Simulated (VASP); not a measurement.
# TiC (Fm-3m) in VASP: vibrations by perturbation theory with PBEsol

Aim: the vibrations by perturbation theory of TiC with PBEsol.

Everything below comes from runs of VASP 6.6.1. Logs are shortened: lines on timing, memory, paths and dates and some standing lists are left out, and cuts for length are marked.

## Step 1: The cell of the first run

Symmetry: Fm-3m, No. 225, cubic system. The conventional cell has a = 4.331 Å, b = 4.331 Å, c = 4.331 Å, α = 90.00°, β = 90.00°, γ = 90.00°. Ti (site symmetry m-3m) has 6 C at 2.17 Å within 2.9 Å. Within 2.9 Å of C (site symmetry m-3m) lie 6 Ti at 2.17 Å.

## Step 2: Vibrations by perturbation theory, PBEsol

The input, INCAR:

```
SYSTEM = TiC
PREC = Accurate
ENCUT = 600
EDIFF = 1E-8
ISMEAR = -1
SIGMA = 0.05
LREAL = .FALSE.
LASPH = .TRUE.
NELM = 120
ALGO = Normal
ISIF = 2
LWAVE = .FALSE.
LCHARG = .FALSE.
GGA = PS
IBRION = 8
NSW = 1
GGA_COMPAT = .FALSE.
```

The input, KPOINTS:

```
regular mesh
0
G
  8 8 8
  0 0 0
```

The input, POSCAR:

```
TiC
1.0
    0.0000000000      2.1657188437      2.1657188437
    2.1657188437      0.0000000000      2.1657188437
    2.1657188437      2.1657188437      0.0000000000
Ti C
1 1
Direct
    0.0000000000      0.0000000000      0.0000000000
    0.5000000000      0.5000000000      0.5000000000
```

Potentials or basis: VASP PAW PBE potentials, release 64 (Ti_sv, C).

On the command line:

```
$ cat potpaw_PBE.64/Ti_sv/POTCAR potpaw_PBE.64/C/POTCAR > POTCAR
$ mpirun -np 1 vasp_std > vasp.out
```

OUTCAR:

```text
SYSTEM = TiC
   PREC = Accurate
   ENCUT = 600
   EDIFF = 1E-8
   ISMEAR = -1
   LREAL = .FALSE.
   LASPH = .TRUE.
   NELM = 120
   ISIF = 2
   GGA = PS
   IBRION = 8
   NSW = 1

 ion  position               nearest neighbor table
   1  0.000  0.000  0.000-   2 2.17   2 2.17   2 2.17   2 2.17   2 2.17   2 2.17
   2  0.500  0.500  0.500-   1 2.17   1 2.17   1 2.17   1 2.17   1 2.17   1 2.17

  LATTYP: Found a face centered cubic cell.
 ALAT       =     4.3314376874

  Lattice vectors:

 A1 = (   0.0000000000,   2.1657188437,   2.1657188437)
 A2 = (   2.1657188437,   0.0000000000,   2.1657188437)
 A3 = (   2.1657188437,   2.1657188437,   0.0000000000)

Analysis of symmetry for initial positions (statically):
=====================================================================
 Subroutine PRICEL returns:
 Original cell was already a primitive cell.

 Routine SETGRP: Setting up the symmetry group for a
 face centered cubic supercell.

 Subroutine GETGRP returns: Found 48 space group operations
 (whereof 48 operations were pure point group operations)
 out of a pool of 48 trial point group operations.

The static configuration has the point symmetry O_h .

Analysis of symmetry for dynamics (positions and initial velocities):
=====================================================================
 Subroutine PRICEL returns:
 Original cell was already a primitive cell.

 Routine SETGRP: Setting up the symmetry group for a
 face centered cubic supercell.

 Subroutine GETGRP returns: Found 48 space group operations
 (whereof 48 operations were pure point group operations)
 out of a pool of 48 trial point group operations.

The dynamic configuration has the point symmetry O_h .

 Subroutine INISYM returns: Found 48 space group operations
 (whereof 48 operations are pure point group operations),
 and found     1 'primitive' translations

----------------------------------------------------------------------------------------

                                     Primitive cell

  volume of cell :      20.3159

  direct lattice vectors                    reciprocal lattice vectors
     0.000000000  2.165718844  2.165718844    -0.230870227  0.230870227  0.230870227
     2.165718844  0.000000000  2.165718844     0.230870227 -0.230870227  0.230870227
     2.165718844  2.165718844  0.000000000     0.230870227  0.230870227 -0.230870227

  length of vectors
     3.062788961  3.062788961  3.062788961     0.399878962  0.399878962  0.399878962

  position of ions in fractional coordinates (direct lattice)
     0.000000000  0.000000000  0.000000000
     0.500000000  0.500000000  0.500000000

  ion indices of the primitive-cell ions
   primitive index   ion index
                 1           1
                 2           2

----------------------------------------------------------------------------------------

 KPOINTS: regular mesh

Automatic generation of k-mesh.
 Grid dimensions read from file:
 generate k-points for:    8    8    8

 Generating k-lattice:

  Cartesian coordinates                     Fractional coordinates (reciprocal lattice)
    -0.028858778  0.028858778  0.028858778     0.125000000  0.000000000  0.000000000
     0.028858778 -0.028858778  0.028858778     0.000000000  0.125000000  0.000000000
     0.028858778  0.028858778 -0.028858778     0.000000000  0.000000000  0.125000000

  Length of vectors
     0.049984870  0.049984870  0.049984870

  Shift w.r.t. Gamma in fractional coordinates (k-lattice)
     0.000000000  0.000000000  0.000000000

 Subroutine IBZKPT returns following result:
 ===========================================

 Found     29 irreducible k-points:

[... 83 lines left out ...]

 number of electron      16.0000000 magnetization

 Free energy of the ion-electron system (eV)
  ---------------------------------------------------
  ext. energy  EPLUGINS =         0.00000000
  ---------------------------------------------------
  free energy    TOTEN  =       -19.79117222 eV

  energy without entropy =      -19.78844785  energy(sigma->0) =      -19.78981003

 E-fermi :   9.2548     XC(G=0): -12.8596

 val. band max:        9.0593656041   @ k =   0.3750   0.3750   0.0000
 cond. band min:       9.2809004321   @ k =   0.5000   0.5000   0.0000
 fundamental gap:      0.2215348280
 Fermi energy:         9.2547712366

 k-point     1 :       0.0000    0.0000    0.0000
  band No.  band energies     occupation
      1     -47.0300      2.00000
      2     -23.1571      2.00000
      3     -23.1571      2.00000
      4     -23.1571      2.00000
      5      -3.0635      2.00000
      6       9.9641      0.00000
      7       9.9641      0.00000
      8       9.9641      0.00000
      9      11.0088      0.00000
     10      11.0088      0.00000
     11      11.0088      0.00000
     12      11.0264      0.00000
[... 331 lines left out ...]
 k-point    24 :      -0.3750    0.2500    0.1250
  band No.  band energies     occupation
      1     -46.9427      2.00000
      2     -23.5869      2.00000
      3     -23.3375      2.00000
      4     -23.2497      2.00000
      5       0.1460      2.00000
      6       4.4226      2.00000
      7       6.2970      2.00000
      8       6.8079      2.00000
      9      11.9106      0.00000
     10      12.0607      0.00000
     11      13.0987      0.00000
     12      15.7413      0.00000

 [... further k-points ...]

------------------------ aborting loop because EDIFF is reached ----------------------------------------

  FORCE on cell =-STRESS in cart. coord.  units (eV):
  Direction    XX          YY          ZZ          XY          YZ          ZX
  --------------------------------------------------------------------------------------
  -------------------------------------------------------------------------------------
  Total       -0.8287242     -0.8287242     -0.8287242      0.0000000      0.0000000     -0.0000000
  in kB      -65.3558352    -65.3558352    -65.3558352      0.0000000      0.0000000     -0.0000000
  external PRESSURE =     -65.3558352 kB  Pullay stress =       0.0000000 kB

 VOLUME and BASIS-vectors are now :
 -----------------------------------------------------------------------------
  energy-cutoff  :      600.00
  volume of cell :       20.32
      direct lattice vectors                 reciprocal lattice vectors
     0.000000000  2.165718844  2.165718844    -0.230870227  0.230870227  0.230870227
     2.165718844  0.000000000  2.165718844     0.230870227 -0.230870227  0.230870227
     2.165718844  2.165718844  0.000000000     0.230870227  0.230870227 -0.230870227

 POSITION                                       TOTAL-FORCE (eV/Angst)
 -----------------------------------------------------------------------------------
      0.00000      0.00000      0.00000        -0.000000      0.000000      0.000000
      2.16572      2.16572      2.16572         0.000000     -0.000000      0.000000
 -----------------------------------------------------------------------------------
    total drift:                                0.000000     -0.000000     -0.000000

  FREE ENERGIE OF THE ION-ELECTRON SYSTEM (eV)
  ---------------------------------------------------
  free  energy   TOTEN  =       -19.7911722215 eV

  energy  without entropy=      -19.7884478471  energy(sigma->0) =      -19.78981003

[... ionic steps 2 to 3 ...]

--------------------------------------- Ionic step        4  -------------------------------------------

------------------------ aborting loop because EDIFF is reached ----------------------------------------

[... ionic steps 5 to 6 ...]

--------------------------------------- Ionic step        7  -------------------------------------------

 Free energy of the ion-electron system (eV)
  ---------------------------------------------------
  ---------------------------------------------------
  free energy    TOTEN  =        -0.11756199 eV

  energy without entropy =       -0.11756199

------------------------ aborting loop because EDIFF is reached ----------------------------------------

 INTERNAL STRAIN TENSOR  FOR ION    2  DIRECTION 1   (eV/Angst):
 -----------------------------------------------------------------------------
    -0.01287  0.00000  0.00000
     0.00000  0.00283  0.00000
     0.00000  0.00000  0.00283

 INTERNAL STRAIN TENSOR FOR ION    2 for displacements in x,y,z  (eV/Angst):
          X           Y           Z          XY          YZ          ZX
  --------------------------------------------------------------------------------
  x     0.00000     0.00000     0.00000     0.00000     0.00000     0.00000
  y     0.00000     0.00000     0.00000     0.00000     0.00000     0.00000
  z     0.00000     0.00000     0.00000     0.00000     0.00000     0.00000

 SECOND DERIVATIVES (NOT SYMMETRIZED)
 ------------------------------------
               1X          1Y          1Z          2X          2Y          2Z
  1X    -9.867768    0.000000    0.000000    9.867768    0.000000    0.000000
  1Y     0.000000   -9.867768    0.000000    0.000000    9.867768    0.000000
  1Z     0.000000    0.000000   -9.867768    0.000000    0.000000    9.867768
  2X     9.786952    0.000000    0.000000   -9.786952    0.000000    0.000000
  2Y     0.000000    9.786952    0.000000    0.000000   -9.786952    0.000000
  2Z     0.000000    0.000000    9.786952    0.000000    0.000000   -9.786952

 Eigenvectors and eigenvalues of the dynamical matrix
 ----------------------------------------------------

   1 f  =   15.796049 THz    99.249506 2PiTHz  526.899494 cm-1    65.327182 meV
             X         Y         Z           dx          dy          dz
      0.000000  0.000000  0.000000    -0.449301    0.000000    0.000000
      2.165719  2.165719  2.165719     0.893381   -0.000000    0.000000
[... 21 lines left out ...]
   6 f/i=    0.026071 THz     0.163807 2PiTHz    0.869624 cm-1     0.107820 meV
             X         Y         Z           dx          dy          dz
      0.000000  0.000000  0.000000    -0.011413   -0.087457   -0.889016
      2.165719  2.165719  2.165719    -0.005740   -0.043984   -0.447106

--------------------------------------------------------------------------------------------------------

 ELASTIC MODULI CONTR FROM IONIC RELAXATION (kBar)
 Direction    XX          YY          ZZ          XY          YZ          ZX
 --------------------------------------------------------------------------------
 XX           0.0000      0.0000      0.0000      0.0000      0.0000      0.0000
 YY           0.0000      0.0000      0.0000      0.0000      0.0000      0.0000
 ZZ           0.0000      0.0000      0.0000      0.0000      0.0000      0.0000
 XY           0.0000      0.0000      0.0000      0.0000      0.0000      0.0000
 YZ           0.0000      0.0000      0.0000      0.0000      0.0000      0.0000
 ZX           0.0000      0.0000      0.0000      0.0000      0.0000      0.0000
 --------------------------------------------------------------------------------
```

It took 50 s on 1 thread of Intel Xeon Platinum 8375C at 2.90GHz (Ice Lake), shared host; peak memory 0.19 GiB.

What came out:

* Highest phonon frequency at Γ: 527 cm⁻¹

Phonon frequencies in cm⁻¹ (negative: imaginary):
| q point | frequencies |
| --- | --- |
| (0.000, 0.000, 0.000) | -1 -1 -1 527 527 527 |

Caveat: the cell stands under pressure or tension, which shifts response properties; the PAW data sets were made with another functional, which shifts forces and pressure a little.
